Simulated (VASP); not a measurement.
Crystal: ScCdC4N4.

```
Sc Cd C N
1.0
     6.10779    0.00000    0.00000
     0.00000    6.10779    0.00000
     0.00000    0.00000    6.10779
Sc Cd C N
1 1 4 4
Cartesian
  0.0000 0.0000 0.0000
  3.0539 3.0539 3.0539
  1.1674 1.1674 1.1674
  1.1674 4.9404 4.9404
  4.9404 1.1674 4.9404
  4.9404 4.9404 1.1674
  1.8429 1.8429 1.8429
  1.8429 4.2649 4.2649
  4.2649 1.8429 4.2649
  4.2649 4.2649 1.8429
```

```yaml
Program: VASP 6.6.1
Task: relaxation of cell and atoms
Functional: PBE
Potentials_or_basis: VASP PAW PBE potentials, release 64 (Sc_sv, Cd, C, N)
Cutoff: 600 eV
k_mesh: 4 × 4 × 4
Occupations: gaussian, width 0.1 eV
Spin: no spin polarisation
```

At the start: pressure 9.3 GPa; volume 22.79 Å³/atom.

Question: How do energy, volume and symmetry change on relaxing?

Answer: Over 30 steps the energy falls by 159.6 meV/atom and the volume is 27.55 Å³/atom (+20.9 %); space group P-43m (No. 215, to 0.1 Å) before and after.

The path:
| step | energy change (eV) | largest force (eV/Å) | pressure (GPa) | volume (Å³) |
| --- | --- | --- | --- | --- |
| 1 | 0.0000 | 2.4691 | 9.34 | 227.85 |
| 2 | -0.4157 | 9.5849 | 7.18 | 274.52 |
| 3 | -0.9733 | 5.0179 | 7.25 | 252.65 |
| 4 | -1.5398 | 0.9207 | 1.39 | 268.99 |
| 5 | -1.5709 | 0.6343 | -0.16 | 274.35 |
| 6 | -1.5708 | 0.5539 | -0.04 | 273.91 |
| 7 | -1.5768 | 0.3942 | -0.08 | 275.03 |
| 8 | -1.5826 | 0.2897 | -0.15 | 277.66 |
| 9 | -1.5848 | 0.1510 | -0.29 | 278.07 |
| 10 | -1.5863 | 0.3071 | -0.54 | 278.80 |
| 11 | -1.5876 | 0.2469 | -0.51 | 278.87 |
| 12 | -1.5903 | 0.0654 | -0.42 | 279.09 |
| 13 | -1.5893 | 0.3000 | -0.24 | 279.51 |
| 14 | -1.5909 | 0.1359 | -0.35 | 279.25 |
| 15 | -1.5917 | 0.0805 | -0.36 | 279.06 |
| 16 | -1.5932 | 0.0828 | -0.40 | 278.51 |
| 17 | -1.5919 | 0.4062 | -0.47 | 277.41 |
| 18 | -1.5934 | 0.1684 | -0.42 | 278.21 |
| 19 | -1.5941 | 0.1228 | -0.34 | 277.91 |
| 20 | -1.5949 | 0.0718 | -0.14 | 277.13 |
| 21 | -1.5949 | 0.0781 | -0.14 | 277.11 |
| 22 | -1.5950 | 0.0637 | -0.13 | 276.99 |
| 23 | -1.5953 | 0.0529 | -0.12 | 276.64 |
| 24 | -1.5954 | 0.1387 | -0.10 | 275.95 |
| 25 | -1.5955 | 0.1098 | -0.10 | 276.18 |
| 26 | -1.5956 | 0.0790 | -0.07 | 276.01 |
| 27 | -1.5957 | 0.0726 | 0.05 | 275.58 |
| 28 | -1.5957 | 0.0550 | 0.02 | 275.69 |
| 29 | -1.5957 | 0.0484 | 0.02 | 275.64 |
| 30 | -1.5959 | 0.0373 | 0.02 | 275.51 |

Final structure:
```
Sc Cd C N
1.0
     6.50699    0.00000    0.00000
     0.00000    6.50699    0.00000
     0.00000    0.00000    6.50699
Sc Cd C N
1 1 4 4
Cartesian
  0.0000 0.0000 0.0000
  3.2535 3.2535 3.2535
  1.3128 1.3128 1.3128
  1.3128 5.1942 5.1942
  5.1942 1.3128 5.1942
  5.1942 5.1942 1.3128
  1.9906 1.9906 1.9906
  1.9906 4.5164 4.5164
  4.5164 1.9906 4.5164
  4.5164 4.5164 1.9906
```

Caveat: the volume moved by over 15 % at a fixed basis, so the end points are rough; an odd number of electrons without spin polarisation forces a metal; a magnetic or distorted state may lie lower.
